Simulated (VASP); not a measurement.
# CO (P2_12_12_1) in VASP: single point with PBE

Aim: the single point of CO with PBE.

All numbers are computed with VASP 6.6.1; they aren't measurements. Logs are shortened: lines on timing, memory, paths and dates and some standing lists are left out, and cuts for length are marked.

## Step 1: The cell of the first run

The structure is orthorhombic, space group P2_12_12_1 (No. 19). Conventional cell: a = 4.171 Å, b = 6.299 Å, c = 7.949 Å, α = 90.00°, β = 90.00°, γ = 90.00°. Within 1.5 Å of C (site symmetry 1) lie 1 O at 1.14 Å. O (site symmetry 1) has 1 C at 1.14 Å within 1.5 Å.

## Step 2: Single point, PBE

File INCAR:

```
PREC = Accurate
ENCUT = 520
EDIFF = 1E-6
ISMEAR = 0
SIGMA = 0.01
LREAL = False
LASPH = True
NELM = 80
ALGO = Normal
ISIF = 2
LWAVE = False
LCHARG = False
GGA = PE
NBANDS = 30
```

File KPOINTS:

```
regular mesh
0
Gamma
  4 3 2
```

File POSCAR:

```
CO
1.0
    4.1711480000      0.0000000000      0.0000000000
    0.0000000000      6.2988290000      0.0000000000
    0.0000000000      0.0000000000      7.9488460000
C O
4 4
Direct
    0.5479370000      0.4962930000      0.6023320000
    0.0479370000      0.0037070000      0.3976680000
    0.4520630000      0.9962930000      0.8976680000
    0.9520630000      0.5037070000      0.1023320000
    0.9392500000      0.9682700000      0.5267160000
    0.4392500000      0.5317300000      0.4732840000
    0.0607500000      0.4682700000      0.9732840000
    0.5607500000      0.0317300000      0.0267160000
```

Potentials or basis: VASP PAW PBE potentials, release 64 (C, O).

Run with:

```bash
$ cat potpaw_PBE.64/C/POTCAR potpaw_PBE.64/O/POTCAR > POTCAR
$ mpirun -np 1 vasp_std > vasp.out
```

OUTCAR:

```text
PREC = Accurate
   ENCUT = 520
   EDIFF = 1E-6
   ISMEAR = 0
   LREAL = False
   LASPH = True
   NELM = 80
   ISIF = 2
   GGA = PE

 ion  position               nearest neighbor table
   1  0.548  0.496  0.602-   6 1.14
   2  0.048  0.004  0.398-   5 1.14
   3  0.452  0.996  0.898-   8 1.14
   4  0.952  0.504  0.102-   7 1.14
   5  0.939  0.968  0.527-   2 1.14
   6  0.439  0.532  0.473-   1 1.14
   7  0.061  0.468  0.973-   4 1.14
   8  0.561  0.032  0.027-   3 1.14

  LATTYP: Found a simple orthorhombic cell.
 ALAT       =     4.1711480000
 B/A-ratio  =     1.5100948228
 C/A-ratio  =     1.9056734501

  Lattice vectors:

 A1 = (   4.1711480000,   0.0000000000,   0.0000000000)
 A2 = (   0.0000000000,   6.2988290000,   0.0000000000)
 A3 = (   0.0000000000,   0.0000000000,   7.9488460000)

Analysis of symmetry for initial positions (statically):
=====================================================================
 Subroutine PRICEL returns:
 Original cell was already a primitive cell.

 Routine SETGRP: Setting up the symmetry group for a
 simple orthorhombic supercell.

 Subroutine GETGRP returns: Found  4 space group operations
 (whereof  1 operations were pure point group operations)
 out of a pool of  8 trial point group operations.

The static configuration has the point symmetry C_1 .
 The point group associated with its full space group is D_2 .

Analysis of symmetry for dynamics (positions and initial velocities):
=====================================================================
 Subroutine PRICEL returns:
 Original cell was already a primitive cell.

 Routine SETGRP: Setting up the symmetry group for a
 simple orthorhombic supercell.

 Subroutine GETGRP returns: Found  4 space group operations
 (whereof  1 operations were pure point group operations)
 out of a pool of  8 trial point group operations.

The dynamic configuration has the point symmetry C_1 .
 The point group associated with its full space group is D_2 .

 Subroutine INISYM returns: Found  4 space group operations
 (whereof  1 operations are pure point group operations),
 and found     1 'primitive' translations

----------------------------------------------------------------------------------------

                                     Primitive cell

  volume of cell :     208.8428

  direct lattice vectors                    reciprocal lattice vectors
     4.171148000  0.000000000  0.000000000     0.239742153  0.000000000  0.000000000
     0.000000000  6.298829000  0.000000000     0.000000000  0.158759668  0.000000000
     0.000000000  0.000000000  7.948846000     0.000000000  0.000000000  0.125804425

  length of vectors
     4.171148000  6.298829000  7.948846000     0.239742153  0.158759668  0.125804425

  position of ions in fractional coordinates (direct lattice)
     0.547937000  0.496293000  0.602332000
     0.047937000  0.003707000  0.397668000
     0.452063000  0.996293000  0.897668000
     0.952063000  0.503707000  0.102332000
     0.939250000  0.968270000  0.526716000
     0.439250000  0.531730000  0.473284000
     0.060750000  0.468270000  0.973284000
     0.560750000  0.031730000  0.026716000

  ion indices of the primitive-cell ions
   primitive index   ion index
                 1           1
                 2           2
                 3           3
                 4           4
                 5           5
                 6           6
                 7           7
                 8           8

----------------------------------------------------------------------------------------

 KPOINTS: regular mesh

Automatic generation of k-mesh.
 Grid dimensions read from file:
 generate k-points for:    4    3    2

 Generating k-lattice:

  Cartesian coordinates                     Fractional coordinates (reciprocal lattice)
     0.059935538  0.000000000  0.000000000     0.250000000  0.000000000  0.000000000
     0.000000000  0.052919889  0.000000000     0.000000000  0.333333333  0.000000000
     0.000000000  0.000000000  0.062902212     0.000000000  0.000000000  0.500000000

  Length of vectors
     0.059935538  0.052919889  0.062902212

  Shift w.r.t. Gamma in fractional coordinates (k-lattice)
     0.000000000  0.000000000  0.000000000

 Subroutine IBZKPT returns following result:
 ===========================================

 Found     12 irreducible k-points:

 Following reciprocal coordinates:
            Coordinates               Weight
  0.000000  0.000000  0.000000      1.000000
  0.250000  0.000000  0.000000      2.000000
  0.500000  0.000000  0.000000      1.000000
  0.000000  0.333333  0.000000      2.000000
  0.250000  0.333333  0.000000      4.000000
  0.500000  0.333333  0.000000      2.000000
  0.000000  0.000000  0.500000      1.000000
  0.250000  0.000000  0.500000      2.000000
  0.500000  0.000000  0.500000      1.000000
  0.000000  0.333333  0.500000      2.000000
  0.250000  0.333333  0.500000      4.000000
  0.500000  0.333333  0.500000      2.000000
   k-points           NKPTS =     12   k-points in BZ     NKDIM =     12   number of bands    NBANDS=     30
   number of dos      NEDOS =    301   number of ions     NIONS =      8
   total plane-waves  NPLWV =  92160
   dimension x,y,z NGX =    32 NGY =   48 NGZ =   60
   dimension x,y,z NGXF=    64 NGYF=   96 NGZF=  120
   ions per type =               4   4
   NGX,Y,Z   is equivalent  to a cutoff of  12.75, 12.67, 12.55 a.u.
   NGXF,Y,Z  is equivalent  to a cutoff of  25.51, 25.34, 25.10 a.u.
 SYSTEM =  unknown system
   PREC   = accura    normal or accurate (medium, high low for compatibility)
   ISTART =      0    job   : 0-new  1-cont  2-samecut
   ICHARG =      2    charge: 1-file 2-atom 10-const
   ISPIN  =      1    spin polarized calculation?
   LNONCOLLINEAR =      F non collinear calculations
   LSORBIT =      F    spin-orbit coupling
   LASPH  =      T    aspherical Exc in radial PAW
   ENCUT  =  520.0 eV  38.22 Ry    6.18 a.u.   7.76 11.71 14.78*2*pi/ulx,y,z
   NELM   =     80;   NELMIN=  2; NELMDL= -5     # of ELM steps
   EDIFF  = 0.1E-05   stopping-criterion for ELM
   LREAL  =      F    real-space projection
   EDIFFG = 0.1E-04   stopping-criterion for IOM
   NSW    =      0    number of steps for IOM
   IBRION =     -1    ionic relax: 0-MD 1-quasi-New 2-CG
   NFREE  =      0    steps in history (QN), initial steepest desc. (CG)
   ISIF   =      2    stress and relaxation
   ISYM   =      2    0-nonsym 1-usesym 2-fastsym
   POTIM  = 0.5000    time-step for ionic-motion
   TEBEG  =    0.0;   TEEND  =   0.0 temperature during run
   PSTRESS=    0.0 pullay stress
   NELECT =      40.0000    total number of electrons
   NUPDOWN=      -1.0000    fix difference up-down
   EMIN   =  10.00;   EMAX   =-10.00  energy-range for DOS
   EFERMI =   0.00;   METHOD = LEGACY
   ISMEAR =     0;   SIGMA  =   0.01  broadening in eV -4-tet -1-fermi 0-gaus
   EFERMI_NEDOS =   21; number of points for ismear=-14 and -15
   IALGO  =     38    algorithm
   IMIX   =      4    mixing-type and parameters
     AMIX     =   0.40;   BMIX     =  1.00
     AMIX_MAG =   1.60;   BMIX_MAG =  1.00
  volume/ion in A,a.u.               =      26.11       176.17
  Fermi-wavevector in a.u.,A,eV,Ry     =   0.943673  1.783284 12.116250  0.890519
  Thomas-Fermi vector in A             =   2.071404
   LORBIT       =      0    0 simple, 1 ext, 2 COOP (PROOUT), +10 PAW based schemes
   GGA     = PE    functional components
   LHFCALC =     F    Hartree Fock is set to
   AEXX    =    0.0000 exact exchange contribution
   IVDW    =     0    specifies the selected vdW correction
   LEPSILON=     F    determine dielectric tensor
   LRPA    =     F    only Hartree local field effects (RPA)
 non-spin polarized calculation
 Gauss-broadening in eV      SIGMA  =   0.01
  energy-cutoff  :      520.00
  volume of cell :      208.84
 maximum number of plane-waves:      5661
 NGX is ok and might be reduce to    32
   NGX = 15   NGY = 23   NGZ = 29

 number of electron      40.0000000 magnetization

 Free energy of the ion-electron system (eV)
  ---------------------------------------------------
  ext. energy  EPLUGINS =         0.00000000
  ---------------------------------------------------
  free energy    TOTEN  =       -59.22719098 eV

  energy without entropy =      -59.22719098  energy(sigma->0) =      -59.22719098

 E-fermi :  -5.6676     XC(G=0):  -5.9643

 val. band max:       -5.7942631656   @ k =   0.5000   0.0000   0.0000
 cond. band min:       0.1595820794   @ k =   0.0000   0.0000   0.0000
 fundamental gap:      5.9538452450
 Fermi energy:        -5.6675998303

 k-point     1 :       0.0000    0.0000    0.0000
  band No.  band energies     occupation
      1     -26.2396      2.00000
      2     -26.2322      2.00000
      3     -26.1959      2.00000
      4     -26.1910      2.00000
      5     -11.1874      2.00000
      6     -11.0409      2.00000
[... 22 lines left out ...]
     29       3.8212      0.00000
     30       4.3220      0.00000

 k-point     2 :       0.2500    0.0000    0.0000
  band No.  band energies     occupation
      1     -26.2294      2.00000
      2     -26.2236      2.00000
      3     -26.1983      2.00000
      4     -26.1946      2.00000
      5     -11.1487      2.00000
      6     -11.0377      2.00000
[... 22 lines left out ...]
     29       4.0555      0.00000
     30       4.8225      0.00000

 k-point     3 :       0.5000    0.0000    0.0000
  band No.  band energies     occupation
      1     -26.2098      2.00000
      2     -26.2098      2.00000
      3     -26.2071      2.00000
      4     -26.2071      2.00000
      5     -11.0621      2.00000
      6     -11.0621      2.00000
[... 286 lines left out ...]
     29       4.6084      0.00000
     30       4.6084      0.00000

 k-point    12 :       0.5000    0.3333    0.5000
  band No.  band energies     occupation
      1     -26.2085      2.00000
      2     -26.2085      2.00000
      3     -26.2083      2.00000
      4     -26.2083      2.00000
      5     -11.0389      2.00000
      6     -11.0389      2.00000
[... 22 lines left out ...]
     29       5.2251      0.00000
     30       5.2251      0.00000

------------------------ aborting loop because EDIFF is reached ----------------------------------------

  FORCE on cell =-STRESS in cart. coord.  units (eV):
  Direction    XX          YY          ZZ          XY          YZ          ZX
  --------------------------------------------------------------------------------------
  -------------------------------------------------------------------------------------
  Total        0.2435790      0.1995046     -0.0899376      0.0000000      0.0000000      0.0000000
  in kB        1.8686630      1.5305379     -0.6899732      0.0000000      0.0000000      0.0000000
  external PRESSURE =       0.9030759 kB  Pullay stress =       0.0000000 kB

 VOLUME and BASIS-vectors are now :
 -----------------------------------------------------------------------------
  energy-cutoff  :      520.00
  volume of cell :      208.84
      direct lattice vectors                 reciprocal lattice vectors
     4.171148000  0.000000000  0.000000000     0.239742153  0.000000000  0.000000000
     0.000000000  6.298829000  0.000000000     0.000000000  0.158759668  0.000000000
     0.000000000  0.000000000  7.948846000     0.000000000  0.000000000  0.125804425

 POSITION                                       TOTAL-FORCE (eV/Angst)
 -----------------------------------------------------------------------------------
      2.28553      3.12606      4.78784         0.001620     -0.007962     -0.021626
      0.19995      0.02335      3.16100         0.001620      0.007962      0.021626
      1.88562      6.27548      7.13542        -0.001620     -0.007962      0.021626
      3.97120      3.17276      0.81342        -0.001620      0.007962     -0.021626
      3.91775      6.09897      4.18678        -0.006243      0.018096     -0.045146
      1.83218      3.34928      3.76206        -0.006243     -0.018096      0.045146
      0.25340      2.94955      7.73648         0.006243      0.018096      0.045146
      2.33897      0.19986      0.21236         0.006243     -0.018096     -0.045146
 -----------------------------------------------------------------------------------
    total drift:                                0.000000      0.000000     -0.000000

  FREE ENERGIE OF THE ION-ELECTRON SYSTEM (eV)
  ---------------------------------------------------
  free  energy   TOTEN  =       -59.2271909814 eV

  energy  without entropy=      -59.2271909814  energy(sigma->0) =      -59.22719098
```

Wall time 55 s (1 thread of Intel Xeon 6975P-C, shared host); peak memory 0.31 GiB.

Results:

| Property | Result |
| --- | --- |
| Free energy | -59.2272 eV |
| Pressure | 0.1 GPa |
| Largest force | 0.049 eV/Å |
| Band gap on the k mesh | 5.95 eV, indirect (least direct gap 6.04 eV) |

Forces in eV/Å, atoms in the order of the input:
```
C    0.002 -0.008 -0.022
C    0.002  0.008  0.022
C   -0.002 -0.008  0.022
C   -0.002  0.008 -0.022
O   -0.006  0.018 -0.045
O   -0.006 -0.018  0.045
O    0.006  0.018  0.045
O    0.006 -0.018 -0.045
```

A k mesh can miss the band edges.
